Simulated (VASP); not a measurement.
Input of a VASP 6.6.1 run:

Contents of INCAR:

```
PREC = Accurate
ENCUT = 520
EDIFF = 1E-6
ISMEAR = 0
SIGMA = 0.05
LREAL = F
LASPH = T
NELM = 60
ALGO = Normal
ISIF = 2
LWAVE = F
LCHARG = F
GGA = PE
NBANDS = 12
```

The input KPOINTS:

```
Automatic mesh
0
Gamma
  10 10 10
```

POSCAR

```
LiF
1.0
    2.5595330000      0.0000000000      0.0000000000
    0.0000000000      2.5595330000      0.0000000000
    0.0000000000      0.0000000000      2.5595330000
F Li
1 1
Direct
    0.5000000000      0.5000000000      0.5000000000
    0.0000000000      0.0000000000      0.0000000000
```

Potentials or basis: VASP PAW PBE potentials, release 64 (F, Li_sv).

Command:

```sh
$ cat potpaw_PBE.64/F/POTCAR potpaw_PBE.64/Li_sv/POTCAR > POTCAR
$ mpirun -np 1 vasp_std > vasp.out
```

Problem. What does it give for the band gap on the k mesh?

Solution. 7.51 eV, indirect (least direct gap 8.18 eV).

 A k mesh can miss the band edges.
